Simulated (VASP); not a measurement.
# Mg2CdO3 in VASP: a series of runs, part 2 of 2

VASP 6.6.1. Earlier steps stand in the parts before.

## 4. Relaxation of cell and atoms, PBE

This run uses another cell than the first one, of 12.15 Å³/atom, 1.100 times its volume.

File INCAR:

```
SYSTEM = Mg2CdO3
PREC = Accurate
ENCUT = 600
EDIFF = 1E-6
ISMEAR = 0
SIGMA = 0.15
LREAL = .False.
LASPH = .True.
NELM = 80
ALGO = Normal
ISIF = 3
LWAVE = .False.
LCHARG = .False.
GGA = PE
IBRION = 2
NSW = 36
EDIFFG = -0.08
```

File KPOINTS:

```
Automatic mesh
0
Gamma
  3 3 2
  0 0 0
```

File POSCAR:

```
Mg2CdO3
1.0
    2.7972868800     -4.8462221000      0.0000000000
    2.7972868800      4.8462221000      0.0000000000
   -1.8832031500      0.0000000000      5.3775840400
Mg Cd O
4 2 6
Direct
    0.0000000000      0.0000000000      0.5000000000
    0.3390000000      0.6610000000      0.5000000000
    0.6610000000      0.3390000000      0.5000000000
    0.5000000000      0.5000000000      0.0000000000
    0.8330000000      0.1670000000      0.0000000000
    0.1670000000      0.8330000000      0.0000000000
    0.4250000000      0.0670000000      0.7770000000
    0.9330000000      0.5750000000      0.2230000000
    0.0670000000      0.4250000000      0.7770000000
    0.5750000000      0.9330000000      0.2230000000
    0.7810000000      0.7810000000      0.7730000000
    0.2190000000      0.2190000000      0.2270000000
```

Potentials or basis: VASP PAW PBE potentials, release 64 (Mg, Cd, O).

Run with:

```console
> cat potpaw_PBE.64/Mg/POTCAR potpaw_PBE.64/Cd/POTCAR potpaw_PBE.64/O/POTCAR > POTCAR
> mpirun -np 1 vasp_std > vasp.out
```

OUTCAR:

```text
SYSTEM = Mg2CdO3
   PREC = Accurate
   ENCUT = 600
   EDIFF = 1E-6
   ISMEAR = 0
   LREAL = .False.
   LASPH = .True.
   NELM = 80
   ISIF = 3
   GGA = PE
   IBRION = 2
   NSW = 36
   EDIFFG = -0.08

 ion  position               nearest neighbor table
   1  0.000  0.000  0.500-  11 2.28  12 2.28   9 2.44  10 2.44   7 2.44   8 2.44   3 3.20   2 3.20
                             3 3.20   2 3.20   4 3.27   4 3.27   6 3.28   5 3.28   6 3.28   5 3.28
   2  0.339  0.661  0.500-   7 2.31   8 2.31  11 2.39  12 2.39   9 2.45  10 2.45   3 3.12   1 3.20
                             1 3.20   4 3.25   4 3.25   5 3.27   5 3.27   1 3.29   3 3.29   3 3.29
   3  0.661  0.339  0.500-   9 2.31  10 2.31  11 2.39  12 2.39   7 2.45   8 2.45   2 3.12   1 3.20
                             1 3.20   4 3.25   4 3.25   6 3.27   6 3.27   1 3.29   2 3.29   2 3.29
   4  0.500  0.500  0.000-   7 2.33   8 2.33   9 2.33  10 2.33  11 2.34  12 2.34   5 3.23   6 3.23
                             6 3.23   5 3.23   6 3.23   5 3.23   2 3.25   3 3.25   2 3.25   3 3.25
   5  0.833  0.167  0.000-   7 2.16   8 2.16   9 2.16  10 2.16  11 2.18  12 2.18   6 3.23   6 3.23
                             4 3.23   4 3.23   4 3.23   6 3.24   2 3.27   2 3.27   1 3.28   1 3.28
   6  0.167  0.833  0.000-   9 2.16  10 2.16   7 2.16   8 2.16  11 2.18  12 2.18   5 3.23   5 3.23
                             4 3.23   4 3.23   4 3.23   5 3.24   3 3.27   3 3.27   1 3.28   1 3.28
   7  0.425  0.067  0.777-   5 2.16   6 2.16   2 2.31   4 2.33   1 2.44   3 2.45
   8  0.933  0.575  0.223-   5 2.16   6 2.16   2 2.31   4 2.33   1 2.44   3 2.45
   9  0.067  0.425  0.777-   6 2.16   5 2.16   3 2.31   4 2.33   1 2.44   2 2.45
  10  0.575  0.933  0.223-   6 2.16   5 2.16   3 2.31   4 2.33   1 2.44   2 2.45
  11  0.781  0.781  0.773-   5 2.18   6 2.18   1 2.28   4 2.34   3 2.39   2 2.39
  12  0.219  0.219  0.227-   5 2.18   6 2.18   1 2.28   4 2.34   3 2.39   2 2.39

  LATTYP: Found a base centered monoclinic cell.
 ALAT       =     5.5945737600
 B/A-ratio  =     1.7324723233
 C/A-ratio  =     1.0184501848
 COS(beta)  =    -0.3305143930

  Lattice vectors:

 A1 = (   2.7972868800,  -4.8462221000,   0.0000000000)
 A2 = (   2.7972868800,   4.8462221000,   0.0000000000)
 A3 = (  -1.8832031500,   0.0000000000,   5.3775840400)

Analysis of symmetry for initial positions (statically):
=====================================================================
 Subroutine PRICEL returns:
 Original cell was already a primitive cell.

 Routine SETGRP: Setting up the symmetry group for a
 base centered monoclinic supercell.

 Subroutine GETGRP returns: Found  4 space group operations
 (whereof  4 operations were pure point group operations)
[... 170 lines left out ...]

------------------------ aborting loop because EDIFF is reached ----------------------------------------

  FORCE on cell =-STRESS in cart. coord.  units (eV):
  Direction    XX          YY          ZZ          XY          YZ          ZX
  --------------------------------------------------------------------------------------
  -------------------------------------------------------------------------------------
  Total        3.3494552      2.5112395     -3.3312091      0.0000000      0.0000000     -0.1865701
  in kB       36.8067300     27.5956855    -36.6062255      0.0000000      0.0000000     -2.0501949
  external PRESSURE =       9.2653967 kB  Pullay stress =       0.0000000 kB
[... 79 lines left out ...]
--------------------------------------- Ionic step        3  -------------------------------------------

 number of electron      67.9999998 magnetization

 E-fermi :   2.4685     XC(G=0): -10.5643

 val. band max:        1.7988932130   @ k =  -0.3333   0.3333   0.0000
 cond. band min:       3.1035033130   @ k =   0.0000   0.0000   0.0000
 fundamental gap:      1.3046101000
 Fermi energy:         2.4684836733

 k-point     1 :       0.0000    0.0000    0.0000
  band No.  band energies     occupation
      1     -14.8563      2.00000
      2     -14.0538      2.00000
      3     -14.0443      2.00000
      4     -13.9808      2.00000
      5     -13.9528      2.00000
      6     -13.9400      2.00000
[... 380 lines left out ...]
  FREE ENERGIE OF THE ION-ELECTRON SYSTEM (eV)
  ---------------------------------------------------
  free  energy   TOTEN  =       -61.4649333261 eV

  energy  without entropy=      -61.4649333260  energy(sigma->0) =      -61.46493333

[... ionic steps 4 to 7 ...]

--------------------------------------- Ionic step        8  -------------------------------------------

 number of electron      67.9999995 magnetization

------------------------ aborting loop because EDIFF is reached ----------------------------------------
[... 87 lines left out ...]
--------------------------------------- Ionic step       10  -------------------------------------------

 number of electron      67.9999990 magnetization

 Free energy of the ion-electron system (eV)
  ---------------------------------------------------
  ext. energy  EPLUGINS =         0.00000000
  ---------------------------------------------------
  free energy    TOTEN  =       -62.30598155 eV

  energy without entropy =      -62.30598155  energy(sigma->0) =      -62.30598155

 E-fermi :   3.2577     XC(G=0): -11.1265

 val. band max:        2.5703756555   @ k =  -0.3333   0.3333   0.0000
 cond. band min:       4.4651790809   @ k =   0.0000   0.0000   0.0000
 fundamental gap:      1.8948034254
 Fermi energy:         3.2576726269

 k-point     1 :       0.0000    0.0000    0.0000
  band No.  band energies     occupation
      1     -14.6114      2.00000
      2     -13.6048      2.00000
      3     -13.5288      2.00000
      4     -13.4973      2.00000
      5     -13.4465      2.00000
      6     -13.4214      2.00000
[... 380 lines left out ...]
  FREE ENERGIE OF THE ION-ELECTRON SYSTEM (eV)
  ---------------------------------------------------
  free  energy   TOTEN  =       -62.3059815518 eV

  energy  without entropy=      -62.3059815518  energy(sigma->0) =      -62.30598155

 reached required accuracy - stopping structural energy minimisation
```

OSZICAR:

```text
N       E                     dE             d eps       ncg     rms          rms(c)
DAV:   1     0.552322283906E+03    0.55232E+03   -0.38000E+04   656   0.176E+03
DAV:   2    -0.231446182227E+02   -0.57547E+03   -0.56101E+03   792   0.396E+02
DAV:   3    -0.674262304224E+02   -0.44282E+02   -0.44024E+02   770   0.114E+02
[... 103 lines left out ...]
DAV:   4    -0.623060318038E+02    0.41000E-03   -0.14556E-03   760   0.267E-01    0.148E-01
DAV:   5    -0.623059836972E+02    0.48107E-04   -0.23668E-04   784   0.101E-01    0.211E-02
DAV:   6    -0.623059798932E+02    0.38040E-05   -0.41076E-05   767   0.495E-02    0.109E-02
DAV:   7    -0.623059811420E+02   -0.12488E-05   -0.66930E-06   751   0.157E-02    0.470E-03
DAV:   8    -0.623059815518E+02   -0.40977E-06   -0.14254E-06   386   0.945E-03
  10 F= -.62305982E+02 E0= -.62305982E+02  d E =-.702849E-02
```

CONTCAR:

```text
Mg2CdO3
   1.00000000000000
     2.7176361771768001   -4.7088103025941646    0.0030787152204296
     2.7176361771768001    4.7088103025941646    0.0030787152204296
    -1.8237428316275230    0.0000000000000000    5.1531594864700274
  Mg              Cd              O
     4     2     6
Direct
     0.0000000000000000    0.0000000000000000    0.5000000000000000
     0.3347426349682794    0.6652573650317206    0.5000000000000000
     0.6652573650317207    0.3347426349682794    0.5000000000000000
     0.5000000000000000    0.5000000000000000    0.0000000000000000
     0.8329483105199254    0.1670516894800746    0.0000000000000000
     0.1670516894800746    0.8329483105199254    0.0000000000000000
     0.4094205386346976    0.0947932349963330    0.7251868159824669
     0.9052067650036670    0.5905794613653024    0.2748131840175329
     0.0947932349963330    0.4094205386346976    0.7251868159824669
     0.5905794613653024    0.9052067650036670    0.2748131840175329
     0.7236769012027687    0.7236769012027687    0.7362044951169917
     0.2763230987972312    0.2763230987972312    0.2637955048830084

  0.00000000E+00  0.00000000E+00  0.00000000E+00
  0.00000000E+00  0.00000000E+00  0.00000000E+00
  0.00000000E+00  0.00000000E+00  0.00000000E+00
  0.00000000E+00  0.00000000E+00  0.00000000E+00
  0.00000000E+00  0.00000000E+00  0.00000000E+00
  0.00000000E+00  0.00000000E+00  0.00000000E+00
  0.00000000E+00  0.00000000E+00  0.00000000E+00
  0.00000000E+00  0.00000000E+00  0.00000000E+00
  0.00000000E+00  0.00000000E+00  0.00000000E+00
  0.00000000E+00  0.00000000E+00  0.00000000E+00
  0.00000000E+00  0.00000000E+00  0.00000000E+00
  0.00000000E+00  0.00000000E+00  0.00000000E+00
```

Wall time 6.3 min (1 thread of AMD EPYC 9R45 (Zen 5), shared host); peak memory 0.34 GiB.

Results:

```yaml
Free_energy: -62.3060 eV
Relaxed_volume: 11.00 Å³/atom
Relaxed_cell: a = 5.437 Å, b = 5.437 Å, c = 5.466 Å, α = 99.57°, β = 99.57°, γ = 120.02°
Space_group_after_relaxing_to_0.05_Å: C2/m (No. 12)
Energy_gained_by_relaxing: 400.1 meV/atom
Ionic_steps: 10
Pressure_after_relaxing: 0.0 GPa
Largest_force_after_relaxing: 0.061 eV/Å
Band_gap_on_the_k_mesh: 1.89 eV, indirect (least direct gap 2.27 eV)
```

Forces in eV/Å, atoms in the order of the input:
```
Mg   0.000  0.000  0.000
Mg   0.000 -0.008  0.000
Mg   0.000  0.008  0.000
Mg   0.000  0.000  0.000
Cd   0.000  0.025  0.000
Cd   0.000 -0.025  0.000
O   -0.043 -0.022 -0.037
O    0.043 -0.022  0.037
O   -0.043  0.022 -0.037
O    0.043  0.022  0.037
O    0.008  0.000  0.044
O   -0.008  0.000 -0.044
```

Stress tensor (GPa, compression positive):
```
 0.36  0.00 -0.06
 0.00  0.11  0.00
-0.06  0.00 -0.34
```

The path:
| step | energy change (eV) | largest force (eV/Å) | pressure (GPa) | volume (Å³) |
| --- | --- | --- | --- | --- |
| 1 | 0.0000 | 4.3055 | 0.93 | 145.80 |
| 2 | -3.5121 | 1.5257 | -9.82 | 147.26 |
| 3 | -3.9606 | 0.5023 | -12.34 | 148.03 |
| 4 | -4.5198 | 1.3309 | 5.56 | 127.06 |
| 5 | -4.6597 | 0.9732 | -1.12 | 132.91 |
| 6 | -4.7697 | 0.3925 | 0.20 | 131.78 |
| 7 | -4.7778 | 0.2650 | 0.74 | 131.38 |
| 8 | -4.7927 | 0.1524 | -0.32 | 132.32 |
| 9 | -4.7946 | 0.0975 | -0.87 | 132.81 |
| 10 | -4.8017 | 0.0608 | 0.04 | 131.94 |

Final structure:
```xyz
12
Lattice="2.7176 -4.7088 0.0031 2.7176 4.7088 0.0031 -1.8237 0.0000 5.1532" Properties=species:S:1:pos:R:3 pbc="T T T"
Mg   -0.9119    0.0000    2.5766
Mg    1.8058    1.5563    2.5797
Mg    1.8058   -1.5563    2.5797
Mg    2.7176    0.0000    0.0031
Cd    2.7176   -3.1356    0.0031
Cd    2.7176    3.1356    0.0031
O     0.0477   -1.4815    3.7386
O     3.5638   -1.4815    1.4208
O     0.0477    1.4815    3.7386
O     3.5638    1.4815    1.4208
O     2.5907    0.0000    3.7982
O     1.0208    0.0000    1.3611
```

Levels at points of the mesh, in eV from the valence-band top:
```csv
k point,band 30,band 31,band 32,band 33,band 34,band 35,band 36,band 37,band 38,band 39
"(0.00, 0.00, 0.00)",-0.59,-0.51,-0.43,-0.40,-0.38,1.89,6.08,7.04,7.82,7.91
"(0.00, 0.00, 0.50)",-0.89,-0.80,-0.65,-0.10,-0.08,3.95,5.11,7.05,7.66,7.98
```

Caveat: the k points lie up to 0.61 Å⁻¹ apart in the final cell; the relaxation stopped at a loose force limit of 0.08 eV/Å, so its end isn't a converged minimum. A k mesh can miss the band edges.

## 5. Single point, PBE

This run uses another cell than the first one, of 11.01 Å³/atom, 0.997 times its volume.

File INCAR:

```
SYSTEM = Mg2CdO3
  ALGO = Normal
  EDIFF = 1E-6
  ENCUT = 520
  GGA = PE
  ISIF = 2
  ISMEAR = 0
  LASPH = .TRUE.
  LCHARG = .FALSE.
  LREAL = .FALSE.
  LWAVE = .FALSE.
  NBANDS = 46
  NELM = 100
  PREC = Accurate
  SIGMA = 0.1
```

File KPOINTS:

```
k-points
0
G
  4 4 4
  0 0 0
```

File POSCAR:

```
Mg2CdO3
1.0
    2.7241876321     -4.7126727388     -0.0027755997
    2.7235312734      4.7123144987     -0.0014154487
   -1.8240565230      0.0008525655      5.1470525775
Mg Cd O
4 2 6
Direct
    0.0001468900      0.0001343450      0.4998747299
    0.3350393596      0.6652798392      0.5001387184
    0.6651684109      0.3348850981      0.5000154957
    0.5000728777      0.5000426004      0.0001053764
    0.8326668657      0.1673443461      1.0000596872
    0.1674021120      0.8326897714     -0.0000855296
    0.4085832951      0.0925613202      0.7247583918
    0.9073154814      0.5913679892      0.2749875776
    0.0924790772      0.4085465616      0.7248616497
    0.5912895487      0.9073087639      0.2752207360
    0.7242906918      0.7243106421      0.7387056765
    0.2755453900      0.2755287228      0.2613574902
```

Run with:

```console
> cat potpaw_PBE.64/Mg/POTCAR potpaw_PBE.64/Cd/POTCAR potpaw_PBE.64/O/POTCAR > POTCAR
> mpirun -np 1 vasp_std > vasp.out
```

Wall time 2.5 min (1 thread of AMD EPYC 9R45 (Zen 5), shared host); peak memory 0.31 GiB.

Results (log left out):

* Free energy: -62.2870 eV
* Pressure: 0.3 GPa
* Largest force: 0.112 eV/Å
* Band gap on the k mesh: 1.87 eV, indirect (least direct gap 2.29 eV)

Forces in eV/Å, atoms in the order of the input:
```
Mg  -0.003  0.001  0.001
Mg  -0.004  0.018 -0.003
Mg   0.001 -0.017  0.001
Mg  -0.001  0.000 -0.002
Cd   0.000  0.031 -0.002
Cd  -0.003 -0.031  0.001
O    0.019  0.057 -0.058
O   -0.023  0.058  0.066
O    0.025 -0.059 -0.063
O   -0.015 -0.058  0.058
O   -0.065 -0.001 -0.086
O    0.069  0.001  0.089
```

Stress tensor (GPa, compression positive):
```
 0.33  0.02  0.09
 0.02  0.20 -0.03
 0.09 -0.03  0.29
```

Levels at points of the mesh, in eV from the valence-band top:
| k point | band 30 | band 31 | band 32 | band 33 | band 34 | band 35 | band 36 | band 37 | band 38 | band 39 |
| --- | --- | --- | --- | --- | --- | --- | --- | --- | --- | --- |
| (0.00, 0.00, 0.00) | -0.62 | -0.56 | -0.47 | -0.43 | -0.42 | 1.87 | 6.05 | 7.04 | 7.84 | 7.92 |
| (0.50, 0.00, 0.00) | -1.03 | -0.80 | -0.78 | -0.51 | -0.21 | 4.60 | 4.83 | 7.12 | 7.48 | 8.33 |
| (0.00, 0.50, 0.00) | -1.03 | -0.80 | -0.78 | -0.51 | -0.21 | 4.60 | 4.83 | 7.12 | 7.47 | 8.33 |
| (0.50, 0.50, 0.00) | -0.90 | -0.80 | -0.30 | -0.18 | 0.00 | 4.44 | 4.75 | 5.83 | 6.87 | 8.37 |
| (0.00, 0.00, 0.50) | -0.93 | -0.84 | -0.68 | -0.13 | -0.11 | 3.94 | 5.07 | 7.05 | 7.67 | 7.99 |
| (0.50, 0.00, 0.50) | -1.01 | -0.76 | -0.52 | -0.31 | -0.16 | 4.77 | 4.89 | 5.85 | 7.04 | 7.91 |
| (0.00, 0.50, 0.50) | -1.01 | -0.76 | -0.52 | -0.31 | -0.16 | 4.77 | 4.90 | 5.85 | 7.03 | 7.91 |
| (0.50, 0.50, 0.50) | -1.11 | -0.89 | -0.72 | -0.56 | -0.53 | 4.86 | 5.43 | 7.09 | 7.33 | 7.58 |

A k mesh can miss the band edges.

## 6. Overview

| task | cell | k mesh | cutoff (eV) | smearing | gap on the mesh (eV) | pressure (GPa) | largest force (eV/Å) |
| --- | --- | --- | --- | --- | --- | --- | --- |
| single point | a = 5.449, b = 5.449, c = 5.465 Å, angles 99.6, 99.6, 120.0°, 12 atoms | 3 × 3 × 2 | 520 | gaussian 0.15 eV | 1.89 | -0.2 | 0.10 |
| single point | a = 5.443, b = 5.443, c = 5.461 Å, angles 99.6, 99.6, 119.9°, 12 atoms | 4 × 4 × 4 | 520 | gaussian 0.1 eV | 1.87 | 0.2 | 0.09 |
| relaxation of cell and atoms | relaxed from a = 5.596, b = 5.596, c = 5.698 Å, angles 99.5, 99.5, 120.0°, 12 atoms | 3 × 3 × 2 | 600 | gaussian 0.15 eV | 1.89 | 0.0 | 0.06 |
| single point | a = 5.443, b = 5.443, c = 5.461 Å, angles 99.6, 99.7, 119.9°, 12 atoms | 4 × 4 × 4 | 520 | gaussian 0.1 eV | 1.87 | 0.3 | 0.11 |

Alike in all rows: level PBE; potentials or basis VASP PAW PBE potentials, release 64 (Mg, Cd, O); no spin polarisation.

Caveats: some runs use coarse meshes; the relaxation stopped at a loose force limit of 0.08 eV/Å, so its end isn't a converged minimum (some runs).

Absolute energies hang on the potentials; compare differences alone.
